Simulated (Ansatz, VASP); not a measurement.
**Two plane-wave programs on CsCaBr3**

```
CELL_PARAMETERS angstrom
5.70867 0.00000 0.00000
0.00000 5.62304 0.00000
0.00000 0.00000 5.70867
ATOMIC_POSITIONS crystal
Cs 0.00000 0.00000 0.00000
Ca 0.50000 0.50000 0.50000
Br 0.50000 0.00000 0.50000
Br 0.00000 0.50000 0.50000
Br 0.50000 0.50000 0.00000
```

Change from the starting cell: strain -0.0150 x Voigt [0, 1, 0, 0, 0, 0], atoms carried along.

Alike in both runs: task single point; functional LDA; k mesh 4 × 4 × 4; occupations gaussian, width 0.05 eV; no spin polarisation.

|  | VASP | Ansatz |
| --- | --- | --- |
| version | VASP 6.6.1 | Ansatz 0.2.0 |
| potentials or method | VASP PAW LDA potentials, release 64 (Cs_sv, Ca_sv, Br), cutoff 520 eV | scalar-relativistic, plane waves, PAW |
| valence electrons in the cell | 40 | 40 |

Ansatz gave:

```
gap on the k mesh at the Fermi level (eV)                     : 4.11
least direct gap on the mesh (eV)                             : 4.37
pressure (GPa)                                                : -1.8
traceless stress, the component that is largest in VASP (GPa) : 0.37
```

Task: Which values does VASP return?

Result: gap on the k mesh at the Fermi level (eV): 4.12; least direct gap on the mesh (eV): 4.38; pressure (GPa): -1.7; traceless stress, the component that is largest in VASP (GPa): 0.38.

LDA's correlation is that of Perdew and Zunger in VASP and of Perdew and Wang (1992) in Ansatz.

Spin-orbit coupling is off throughout.
